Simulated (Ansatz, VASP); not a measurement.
**C in VASP and in Ansatz**

The input INCAR:

```
ALGO = Normal
EDIFF = 1E-7
ENCUT = 520
GGA = PE
ISIF = 2
ISMEAR = -1
LASPH = T
LCHARG = T
LELF = T
LREAL = F
LVHAR = T
LWAVE = F
NBANDS = 8
NELM = 80
PREC = Accurate
SIGMA = 0.08
```

Contents of KPOINTS:

```
k-points
0
Gamma
  20 20 20
```

File POSCAR:

```
C
1.0
    1.4981271780      0.0000000000      0.0000000000
    0.0000000000      1.4981271780      0.0000000000
    0.0000000000      0.0000000000      1.4981271780
C
1
Direct
    0.0000000000      0.0000000000      0.0000000000
```

Input for Ansatz:

```yaml
crystal:
  lattice:
    - [1.498127178, 0.0, 0.0]
    - [0.0, 1.498127178, 0.0]
    - [0.0, 0.0, 1.498127178]
  atoms:
    - { symbol: C, position: [0.0, 0.0, 0.0] }
kpoints:
  mp_grid: { grid: [20, 20, 20] }
scf:
  occupations: { method: fermi_dirac, width: 0.08 }
hamiltonian:
  xc: pbe
  pseudopotentials: { kind: all_electron, lapw: { basis_error: 0.001 } }
output:
  forces: true
  stress: true
  eigenvalues: true
  populations: true
```

Change from the starting cell: volume scaled by 0.6, LAPW.

Alike in both runs: task single point; functional PBE; k mesh 20 × 20 × 20; occupations fermi-dirac, width 0.08 eV; no spin polarisation.

```csv
,VASP,Ansatz
version,VASP 6.6.1,Ansatz 0.2.0
potentials or method,"VASP PAW PBE potentials, release 64 (C), cutoff 520 eV","all-electron LAPW, scalar-relativistic"
```

|  | VASP | Ansatz | Ansatz less VASP |
| --- | --- | --- | --- |
| pressure (GPa) | 439.4 | 437.5 | -1.93 |

Both programs put the cell under a high pressure, so it lies far from rest at this level. Ansatz ran all-electron here, and VASP with PAW potentials.

Noted on VASP's run: the cell as given lies far from equilibrium.
